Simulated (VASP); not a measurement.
A run of VASP 6.6.1:

File INCAR:

```
PREC     = Accurate       # precision mode
ENCUT    = 600            # plane-wave cutoff, eV
EDIFF    = 1E-7           # SCF threshold, eV
ISMEAR   = 0              # smearing method
SIGMA    = 0.1            # smearing width, eV
LREAL    = False          # projectors in reciprocal space
LASPH    = True           # aspherical terms in the spheres
NELM     = 100            # most SCF steps
ALGO     = Normal         # electronic algorithm
ISIF     = 3              # what is computed and relaxed
LWAVE    = False          # write WAVECAR
LCHARG   = False          # write CHGCAR
GGA      = PE             # functional
IBRION   = 2              # ionic algorithm
NSW      = 90             # ionic steps
EDIFFG   = -0.04          # ionic threshold
```

KPOINTS

```
regular mesh
0
Gamma
  6 6 2
```

Contents of POSCAR:

```
Ga3S2
1.0
    4.0021492200      0.0000000000      0.0000000000
   -2.0010746100      3.4659628900      0.0000000000
    0.0000000000      0.0000000000      8.6178574300
Ga S
3 2
Direct
    0.3333333300      0.6666666700      0.5000000000
    0.6666666700      0.3333333300      0.5000000000
    0.0000000000      0.0000000000      0.5000000000
    0.3333333300      0.6666666700      0.0000000000
    0.6666666700      0.3333333300      0.0000000000
```

Potentials or basis: VASP PAW PBE potentials, release 64 (Ga_d, S).

The run is started by

```bash
$ cat potpaw_PBE.64/Ga_d/POTCAR potpaw_PBE.64/S/POTCAR > POTCAR
$ mpirun -np 1 vasp_std > vasp.out
```

Hardware: 1 thread of AMD EPYC 7R13 Processor (Zen 3), with other jobs on the host.

Q: Estimate the wall time of this run.

A: Wall time 23 min on 1 thread of AMD EPYC 7R13 Processor (Zen 3), with other jobs on the host, peak memory 0.26 GiB. Counts: scf iterations 411, k points 14, ion steps 33.
